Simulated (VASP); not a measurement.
# NaCdIn (P-6m2) in VASP: a series of runs, part 2 of 2

VASP 6.6.1.

### Step 4. Single point, PBE (26.73 Å³/atom)

This run uses another cell than the first one, of 26.73 Å³/atom.

The input, INCAR:

```
PREC = Accurate
ENCUT = 520
EDIFF = 1E-6
ISMEAR = 0
SIGMA = 0.1
LREAL = False
LASPH = True
NELM = 60
ALGO = Fast
ISIF = 2
LWAVE = False
LCHARG = True
GGA = PE
LELF = True
LVHAR = True
NBANDS = 23
```

The input, KPOINTS:

```
regular mesh
0
Gamma
  12 12 14
```

The input, POSCAR:

```
NaCdIn
1.0
    5.1720797759      0.0000000028      0.0000000000
   -2.5860398904      4.4791524749      0.0000000000
    0.0000000000      0.0000000000      3.4620650952
Na Cd In
1 1 1
Direct
    0.0000000000      0.0000000000      0.0000000000
    0.6666666667      0.3333333333      0.5000000000
    0.3333333333      0.6666666667      0.5000000000
```

Potentials or basis: VASP PAW PBE potentials, release 64 (Na_pv, Cd, In_d).

Run with:

```console
> cat potpaw_PBE.64/Na_pv/POTCAR potpaw_PBE.64/Cd/POTCAR potpaw_PBE.64/In_d/POTCAR > POTCAR
> mpirun -np 1 vasp_std > vasp.out
```

OUTCAR:

```text
PREC = Accurate
   ENCUT = 520
   EDIFF = 1E-6
   ISMEAR = 0
   LREAL = False
   LASPH = True
   NELM = 60
   ISIF = 2
   GGA = PE

 ion  position               nearest neighbor table
   1  0.000  0.000  0.000-
   2  0.667  0.333  0.500-   3 2.99   3 2.99   3 2.99
   3  0.333  0.667  0.500-   2 2.99   2 2.99   2 2.99

  LATTYP: Found a hexagonal cell.
 ALAT       =     5.1720797759
 C/A-ratio  =     0.6693758111

  Lattice vectors:

 A1 = (   5.1720797759,   0.0000000028,   0.0000000000)
 A2 = (  -2.5860398904,   4.4791524749,   0.0000000000)
 A3 = (   0.0000000000,   0.0000000000,   3.4620650952)

Analysis of symmetry for initial positions (statically):
=====================================================================
 Subroutine PRICEL returns:
 Original cell was already a primitive cell.

 Routine SETGRP: Setting up the symmetry group for a
 hexagonal supercell.

 Subroutine GETGRP returns: Found 12 space group operations
 (whereof 12 operations were pure point group operations)
 out of a pool of 24 trial point group operations.

The static configuration has the point symmetry D_3h.

Analysis of symmetry for dynamics (positions and initial velocities):
=====================================================================
 Subroutine PRICEL returns:
 Original cell was already a primitive cell.

 Routine SETGRP: Setting up the symmetry group for a
 hexagonal supercell.

 Subroutine GETGRP returns: Found 12 space group operations
 (whereof 12 operations were pure point group operations)
 out of a pool of 24 trial point group operations.

The dynamic configuration has the point symmetry D_3h.

 Subroutine INISYM returns: Found 12 space group operations
 (whereof 12 operations are pure point group operations),
 and found     1 'primitive' translations

----------------------------------------------------------------------------------------

                                     Primitive cell

  volume of cell :      80.2040

  direct lattice vectors                    reciprocal lattice vectors
     5.172079776  0.000000003  0.000000000     0.193345819  0.111628261  0.000000000
    -2.586039890  4.479152475  0.000000000    -0.000000000  0.223256521  0.000000000
     0.000000000  0.000000000  3.462065095     0.000000000  0.000000000  0.288844944

  length of vectors
     5.172079776  5.172079776  3.462065095     0.223256521  0.223256521  0.288844944

  position of ions in fractional coordinates (direct lattice)
     0.000000000  0.000000000  0.000000000
     0.666666667  0.333333333  0.500000000
     0.333333333  0.666666667  0.500000000

  ion indices of the primitive-cell ions
   primitive index   ion index
                 1           1
                 2           2
                 3           3

----------------------------------------------------------------------------------------

 KPOINTS: regular mesh

Automatic generation of k-mesh.
 Grid dimensions read from file:
 generate k-points for:   12   12   14

 Generating k-lattice:

  Cartesian coordinates                     Fractional coordinates (reciprocal lattice)
     0.016112152  0.009302355  0.000000000     0.083333333 -0.000000000  0.000000000
    -0.000000000  0.018604710  0.000000000     0.000000000  0.083333333  0.000000000
     0.000000000  0.000000000  0.020631782     0.000000000  0.000000000  0.071428571

  Length of vectors
     0.018604710  0.018604710  0.020631782

  Shift w.r.t. Gamma in fractional coordinates (k-lattice)
     0.000000000  0.000000000  0.000000000

 Subroutine IBZKPT returns following result:
 ===========================================

 Found    152 irreducible k-points:

 Following reciprocal coordinates:
            Coordinates               Weight
  0.000000  0.000000  0.000000      1.000000
  0.083333  0.000000  0.000000      6.000000
  0.166667  0.000000  0.000000      6.000000
  0.250000  0.000000  0.000000      6.000000
  0.333333  0.000000  0.000000      6.000000
  0.416667  0.000000  0.000000      6.000000
[... 16 lines left out ...]
  0.250000  0.000000  0.071429     12.000000
  0.333333  0.000000  0.071429     12.000000
 [... further k-points ...]
   k-points           NKPTS =    152   k-points in BZ     NKDIM =    152   number of bands    NBANDS=     23
   number of dos      NEDOS =    301   number of ions     NIONS =      3
   total plane-waves  NPLWV =  44800
   dimension x,y,z NGX =    40 NGY =   40 NGZ =   28
   dimension x,y,z NGXF=    80 NGYF=   80 NGZF=   56
   ions per type =               1   1   1
   NGX,Y,Z   is equivalent  to a cutoff of  12.86, 12.86, 13.45 a.u.
   NGXF,Y,Z  is equivalent  to a cutoff of  25.71, 25.71, 26.89 a.u.
 SYSTEM =  unknown system
   PREC   = accura    normal or accurate (medium, high low for compatibility)
   ISTART =      0    job   : 0-new  1-cont  2-samecut
   ICHARG =      2    charge: 1-file 2-atom 10-const
   ISPIN  =      1    spin polarized calculation?
   LNONCOLLINEAR =      F non collinear calculations
   LSORBIT =      F    spin-orbit coupling
   LASPH  =      T    aspherical Exc in radial PAW
   ENCUT  =  520.0 eV  38.22 Ry    6.18 a.u.   9.62  9.62  6.44*2*pi/ulx,y,z
   NELM   =     60;   NELMIN=  2; NELMDL= -5     # of ELM steps
   EDIFF  = 0.1E-05   stopping-criterion for ELM
   LREAL  =      F    real-space projection
   EDIFFG = 0.1E-04   stopping-criterion for IOM
   NSW    =      0    number of steps for IOM
   IBRION =     -1    ionic relax: 0-MD 1-quasi-New 2-CG
   NFREE  =      0    steps in history (QN), initial steepest desc. (CG)
   ISIF   =      2    stress and relaxation
   ISYM   =      2    0-nonsym 1-usesym 2-fastsym
   POTIM  = 0.5000    time-step for ionic-motion
   TEBEG  =    0.0;   TEEND  =   0.0 temperature during run
   PSTRESS=    0.0 pullay stress
   NELECT =      32.0000    total number of electrons
   NUPDOWN=      -1.0000    fix difference up-down
   EMIN   =  10.00;   EMAX   =-10.00  energy-range for DOS
   EFERMI =   0.00;   METHOD = LEGACY
   ISMEAR =     0;   SIGMA  =   0.10  broadening in eV -4-tet -1-fermi 0-gaus
   EFERMI_NEDOS =   21; number of points for ismear=-14 and -15
   IALGO  =     68    algorithm
   IMIX   =      4    mixing-type and parameters
     AMIX     =   0.40;   BMIX     =  1.00
     AMIX_MAG =   1.60;   BMIX_MAG =  1.00
  volume/ion in A,a.u.               =      26.73       180.41
  Fermi-wavevector in a.u.,A,eV,Ry     =   1.205201  2.277499 19.762583  1.452509
  Thomas-Fermi vector in A             =   2.340904
   LORBIT       =      0    0 simple, 1 ext, 2 COOP (PROOUT), +10 PAW based schemes
   GGA     = PE    functional components
   LHFCALC =     F    Hartree Fock is set to
   AEXX    =    0.0000 exact exchange contribution
   IVDW    =     0    specifies the selected vdW correction
   LEPSILON=     F    determine dielectric tensor
   LRPA    =     F    only Hartree local field effects (RPA)
 non-spin polarized calculation
 RMM-DIIS sequential band-by-band and
 Gauss-broadening in eV      SIGMA  =   0.10
  energy-cutoff  :      520.00
  volume of cell :       80.20
 maximum number of plane-waves:      2203
 NGX is ok and might be reduce to    40
   NGX = 19   NGY = 19   NGZ = 13

 number of electron      32.0000005 magnetization

 Free energy of the ion-electron system (eV)
  ---------------------------------------------------
  ext. energy  EPLUGINS =         0.00000000
  ---------------------------------------------------
  free energy    TOTEN  =        -5.03094348 eV

  energy without entropy =       -5.02492033  energy(sigma->0) =       -5.02793190

 E-fermi :   3.2721     XC(G=0):  -9.1391

 val. band max:        3.2686995745   @ k =   0.3333   0.0000   0.2857
 cond. band min:       3.2742756886   @ k =   0.5000   0.0000   0.3571
 fundamental gap:      0.0055761141
 Fermi energy:         3.2720531627

 k-point     1 :       0.0000    0.0000    0.0000
  band No.  band energies     occupation
      1     -21.2525      2.00000
      2     -21.2525      2.00000
      3     -21.2492      2.00000
      4     -11.3064      2.00000
      5     -11.1745      2.00000
      6     -11.1745      2.00000
[... 15 lines left out ...]
     22      11.2729      0.00000
     23      14.5799      0.00000

 k-point     2 :       0.0833    0.0000    0.0000
  band No.  band energies     occupation
      1     -21.2526      2.00000
      2     -21.2525      2.00000
      3     -21.2492      2.00000
      4     -11.3061      2.00000
      5     -11.1753      2.00000
      6     -11.1745      2.00000
[... 564 lines left out ...]
 k-point    24 :       0.3333    0.0000    0.0714
  band No.  band energies     occupation
      1     -21.2530      2.00000
      2     -21.2524      2.00000
      3     -21.2513      2.00000
      4     -11.2914      2.00000
      5     -11.1827      2.00000
      6     -11.1739      2.00000
[... 15 lines left out ...]
     22      11.3595      0.00000
     23      12.7920      0.00000

 [... further k-points ...]
[... 5 lines left out ...]
  --------------------------------------------------------------------------------------
  -------------------------------------------------------------------------------------
  Total       -0.3012700     -0.3012700     -0.3264595      0.0000000      0.0000000      0.0000000
  in kB       -6.0182503     -6.0182503     -6.5214409      0.0000000      0.0000000      0.0000000
  external PRESSURE =      -6.1859805 kB  Pullay stress =       0.0000000 kB

 VOLUME and BASIS-vectors are now :
 -----------------------------------------------------------------------------
  energy-cutoff  :      520.00
  volume of cell :       80.20
      direct lattice vectors                 reciprocal lattice vectors
     5.172079776  0.000000003  0.000000000     0.193345819  0.111628261  0.000000000
    -2.586039890  4.479152475  0.000000000    -0.000000000  0.223256521  0.000000000
     0.000000000  0.000000000  3.462065095     0.000000000  0.000000000  0.288844944

 POSITION                                       TOTAL-FORCE (eV/Angst)
 -----------------------------------------------------------------------------------
      0.00000      0.00000      0.00000         0.000000      0.000000      0.000000
      2.58604      1.49305      1.73103        -0.000000     -0.000000      0.000000
     -0.00000      2.98610      1.73103        -0.000000      0.000000      0.000000
 -----------------------------------------------------------------------------------
    total drift:                               -0.000000      0.000000      0.000000

  FREE ENERGIE OF THE ION-ELECTRON SYSTEM (eV)
  ---------------------------------------------------
  free  energy   TOTEN  =        -5.0309434798 eV

  energy  without entropy=       -5.0249203293  energy(sigma->0) =       -5.02793190
```

Run time: 4.3 min. Hardware: 1 thread of Oxide Virtual Turin-like, shared host; peak memory 0.39 GiB.

What came out:

| Quantity | Value |
| --- | --- |
| Free energy | -5.0309 eV |
| Pressure | -0.6 GPa |
| Band gap on the k mesh | zero (bands 16 and 17 overlap by 2.91 eV) |

Levels at points of the mesh, in eV from the Fermi level:
```
           k point  band 13  band 14  band 15  band 16  band 17  band 18  band 19  band 20
(0.00, 0.00, 0.00)    -8.57    -7.53    -0.37     0.16     0.16     2.35     2.35     3.60
(0.50, 0.00, 0.00)    -8.57    -6.16    -4.71    -1.19     0.17     6.28     6.43     6.80
(0.00, 0.00, 0.50)    -8.61    -4.99    -2.70     2.18     2.18     2.50     3.02     4.48
(0.50, 0.00, 0.50)    -8.52    -3.91    -2.28    -1.35     0.15     0.70     2.65     4.22
```

Caveat: spin-orbit coupling is left out, which moves the levels of the heavy elements.

### Step 5. Summary

```csv
cell,gap on the mesh (eV),pressure (GPa)
"a = 5.102, b = 5.102, c = 3.350 Å, angles 90.0, 90.0, 120.0°, 3 atoms",none,0.9
"a = 5.139, b = 5.139, c = 3.404 Å, angles 90.0, 90.0, 120.0°, 3 atoms",none,0.1
"a = 5.172, b = 5.172, c = 3.462 Å, angles 90.0, 90.0, 120.0°, 3 atoms",none,-0.6
```

Alike in all rows: task single point; level PBE; potentials or basis VASP PAW PBE potentials, release 64 (Na_pv, Cd, In_d); no spin polarisation; k mesh 12 × 12 × 14; cutoff (eV) 520; smearing gaussian 0.1 eV.

Caveats: spin-orbit coupling is left out, which moves the levels of the heavy elements.

Total energies depend on the potentials used, so only differences within one code and one set of settings carry meaning.
